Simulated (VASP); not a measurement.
A run of VASP 6.6.1 is set up as follows.

The input INCAR:

```
SYSTEM = WSe2
ALGO = Normal
EDIFF = 1E-7
ENCUT = 520
GGA = PS
ISIF = 2
ISMEAR = 0
LASPH = .TRUE.
LCHARG = .FALSE.
LREAL = .FALSE.
LWAVE = .FALSE.
NBANDS = 20
NELM = 80
PREC = Accurate
SIGMA = 0.05
```

The input KPOINTS:

```
k-points
0
G
  9 9 2
  0 0 0
```

File POSCAR:

```
WSe2
1.0
    3.3575271124      0.0000000000      0.0000000000
   -1.6787635562      2.9077037732      0.0000000000
    0.0000000000      0.0000000000     16.6611439352
W Se
1 2
Direct
    0.0000000000      0.0000000000     -0.0030938842
    0.3333333333      0.6666666667      0.1040002956
    0.3333333333      0.6666666667      0.9032020910
```

Potentials or basis: VASP PAW PBE potentials, release 64 (W_sv, Se).

Launch:

```bash
$ cat potpaw_PBE.64/W_sv/POTCAR potpaw_PBE.64/Se/POTCAR > POTCAR
$ mpirun -np 1 vasp_std > vasp.out
```

(1) What does it give for the largest force?

(2) Predict the band gap on the k mesh.

Answers

(1) 2.927 eV/Å.

(2) 1.43 eV, direct.

Caveat: the PAW data sets were made with another functional, which shifts forces and pressure a little; spin-orbit coupling is left out, which moves the levels of the heavy elements.
